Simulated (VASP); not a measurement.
A run of VASP 6.6.1:

The input INCAR:

```
SYSTEM = Ti3Tl
ALGO = Normal ; EDIFF = 1E-6
ENCUT = 520 ; GGA = PS
ISIF = 2 ; ISMEAR = -1
LASPH = .True. ; LCHARG = .False.
LREAL = .False. ; LWAVE = .False.
NBANDS = 32 ; NELM = 100
PREC = Accurate ; SIGMA = 0.1
```

File KPOINTS:

```
k-points
0
Gamma
  8 8 8
  0 0 0
```

File POSCAR:

```
Ti3Tl
1.0
   -2.0257540000      2.0257540000      4.4277370000
    2.0257540000     -2.0257540000      4.4277370000
    2.0257540000      2.0257540000     -4.4277370000
Ti Tl
3 1
Direct
    0.7500000000      0.2500000000      0.5000000000
    0.2500000000      0.7500000000      0.5000000000
    0.5000000000      0.5000000000      0.0000000000
    0.0000000000      0.0000000000      0.0000000000
```

Potentials or basis: VASP PAW PBE potentials, release 64 (Ti_sv, Tl_d).

Launch:

```sh
$ cat potpaw_PBE.64/Ti_sv/POTCAR potpaw_PBE.64/Tl_d/POTCAR > POTCAR
$ mpirun -np 1 vasp_std > vasp.out
```

Hardware: 1 thread of Intel(R) Xeon(R) Platinum 8488C (Sapphire Rapids), with other jobs on the host.

Question: How long does it take, and how much memory?

Answer: It took 3.1 min on 1 thread of Intel(R) Xeon(R) Platinum 8488C (Sapphire Rapids), on a shared host, peak memory 0.3 GiB. Counts: scf iterations 15, k points 59.
